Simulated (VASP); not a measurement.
The system is C.

```
CELL_PARAMETERS angstrom
2.10720 0.00000 0.00000
-1.05360 1.82488 0.00000
0.00000 0.00000 3.44105
ATOMIC_POSITIONS crystal
C 0.33333 0.66667 0.25000
C 0.66667 0.33333 0.75000
```

| Quantity | Value |
| --- | --- |
| Program | VASP 6.6.1 |
| Task | relaxation of cell and atoms |
| Functional | PBEsol |
| Potentials or basis | VASP PAW PBE potentials, release 64 (C_h) |
| Cutoff | 1300 eV |
| k mesh | 17 × 17 × 9 |
| Occupations | fermi-dirac, width 0.1 eV |
| Spin | no spin polarisation |

At the start: pressure 0.6 GPa; volume 6.62 Å³/atom.

Task: How do energy, volume and symmetry change on relaxing?

Result: Over 20 steps the energy falls by 448.3 meV/atom and the volume is 6.99 Å³/atom (+5.6 %); space group P6_3/mmc (No. 194, to 0.1 Å) before and after.

Step by step:
| step | energy change (eV) | largest force (eV/Å) | pressure (GPa) | volume (Å³) |
| --- | --- | --- | --- | --- |
| 1 | 0.0000 | 0.0000 | 0.64 | 13.23 |
| 2 | -0.0021 | 0.0000 | -0.05 | 13.28 |
| 3 | -0.0031 | 0.0000 | -0.90 | 13.34 |
| 4 | -0.0033 | 0.0000 | -1.23 | 13.36 |
| 5 | -0.0038 | 0.0000 | -1.86 | 13.41 |
| 6 | -0.0071 | 0.0000 | -3.00 | 13.50 |
| 7 | -0.0253 | 0.0000 | -5.05 | 13.67 |
| 8 | -0.0658 | 0.0000 | -8.10 | 13.98 |
| 9 | -0.1633 | 0.0000 | -12.93 | 14.51 |
| 10 | -0.4643 | 0.0000 | -16.36 | 15.22 |
| 11 | -0.5351 | 0.0000 | 12.21 | 15.35 |
| 12 | -0.7650 | 0.0000 | -12.85 | 15.45 |
| 13 | -0.8184 | 0.0000 | -12.95 | 15.48 |
| 14 | -0.8244 | 0.0000 | -12.86 | 15.48 |
| 15 | -0.8682 | 0.0000 | -9.63 | 14.91 |
| 16 | -0.8867 | 0.0000 | -1.49 | 14.37 |
| 17 | -0.8867 | 0.0000 | -1.02 | 14.35 |
| 18 | -0.8919 | 0.0000 | -0.78 | 14.23 |
| 19 | -0.8966 | 0.0000 | -0.18 | 14.00 |
| 20 | -0.8966 | 0.0000 | -0.12 | 13.98 |

Final structure:
```
C
1.0
     1.70588    0.00000    0.00000
    -0.85294    1.47734    0.00000
     0.00000    0.00000    5.54628
C
2
Direct
  0.33333 0.66667 0.25000
  0.66667 0.33333 0.75000
```

Caveat: a cell axis changed by over 15 % at a fixed basis, so the end point is rough; the PAW data sets were made with another functional, which shifts forces and pressure a little.
